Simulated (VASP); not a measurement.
A run of VASP 6.6.1 is set up as follows.

The input INCAR:

```
SYSTEM = IrOs
ALGO = Normal ; EDIFF = 1E-6
ENCUT = 560 ; GGA = CA
GGA_COMPAT = .FALSE. ; ISIF = 2
ISMEAR = -1 ; LASPH = .TRUE.
LCHARG = .FALSE. ; LREAL = .FALSE.
LWAVE = .FALSE. ; NBANDS = 76
NELM = 120 ; PREC = Accurate
SIGMA = 0.05
```

Contents of KPOINTS:

```
k-points
0
G
  6 6 6
  0 0 0
```

File POSCAR:

```
IrOs
1.0
    0.0000000000      3.8117552701      3.8117552701
    3.7981078733      0.0030514167      3.8087038534
    3.7981078733      3.8087038534      0.0030514167
Os Ir
4 4
Direct
    0.0000000000      0.0000000000      0.0000000000
    0.0000000000      0.0000000000      0.5000000000
    0.0000000000      0.5000000000      0.5000000000
    0.5000000000      0.5000000000      0.0000000000
    0.0000000000      0.5000000000      0.0000000000
    0.5000000000      0.0000000000      0.0000000000
    0.5000000000      0.0000000000      0.5000000000
    0.5000000000      0.5000000000      0.5000000000
```

Potentials or basis: VASP PAW LDA potentials, release 64 (Os_sv_GW, Ir_sv_GW).

Launch:

```console
$ cat potpaw_LDA.64/Os_sv_GW/POTCAR potpaw_LDA.64/Ir_sv_GW/POTCAR > POTCAR
$ mpirun -np 1 vasp_std > vasp.out
```

Task: Estimate the band gap on the k mesh.

Result: Zero (bands 66 and 67 overlap by 2.75 eV).

Task: What does it give for the pressure?

Result: 0.0 GPa.

Caveat: spin-orbit coupling is left out, which moves the levels of the heavy elements.
